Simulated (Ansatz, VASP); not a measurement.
Cu in VASP and in Ansatz

```
Cu
1.0
     2.56645    0.00000    0.00000
     0.00000    3.62951    0.00000
     0.00000    0.00000   13.43520
Cu
3
Cartesian
  0.0000 0.0000 5.5000
  1.2832 1.8148 6.7176
  0.0000 0.0000 7.9352
```

Alike in both runs: task single point; functional PBE; k mesh 16 × 11 × 1; occupations fermi-dirac, width 0.05 eV; no spin polarisation.

```csv
,VASP,Ansatz
version,VASP 6.6.1,Ansatz 0.2.0
potentials or method,"VASP PAW PBE potentials, release 64 (Cu), cutoff 520 eV","all-electron LAPW, scalar-relativistic"
```

|  | VASP | Ansatz | Ansatz less VASP |
| --- | --- | --- | --- |
| rms of the force components (eV/Å) | 0.012 | 0.002 | -0.0094 |

Atom by atom the forces differ by 0.014 eV/Å (rms over components). Ansatz ran all-electron here, and VASP with PAW potentials. Ansatz's warnings: vacuum density over bound.
